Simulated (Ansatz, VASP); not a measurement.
## One calculation of Cd, two programs

```
CELL_PARAMETERS angstrom
14.00000 0.00000 0.00000
0.00000 14.40000 0.00000
0.00000 0.00000 14.80000
ATOMIC_POSITIONS crystal
Cd 0.50000 0.50000 0.50000
```

Alike in both runs: task single point; functional PBEsol; k mesh 1 × 1 × 1; occupations fermi-dirac, width 0.01 eV; collinear spin.

|  | VASP | Ansatz |
| --- | --- | --- |
| version | VASP 6.6.1 | Ansatz 0.2.0 |
| potentials or method | VASP PAW PBE potentials, release 64 (Cd), cutoff 520 eV | plane waves (420 eV) with PAW, scalar-relativistic |
| valence electrons in the cell | 12 | 20 |

|  | VASP | Ansatz | Ansatz less VASP |
| --- | --- | --- | --- |
| gap on the k mesh at the Fermi level (eV) | 4.56 | 4.56 | -0.002 |
| net moment per atom (μB) | 0.00 | 0.00 | 0.000 |

VASP's potentials were made for PBE, not for PBEsol, and Ansatz warns of the same on its side. The functional is the same, so the differences come from potentials, cutoffs and numerics. VASP's potentials hold 12 valence electrons a cell and Ansatz's 20, so a difference there can come from the potentials and not from the codes. Ansatz's warnings: seeded moment not kept.
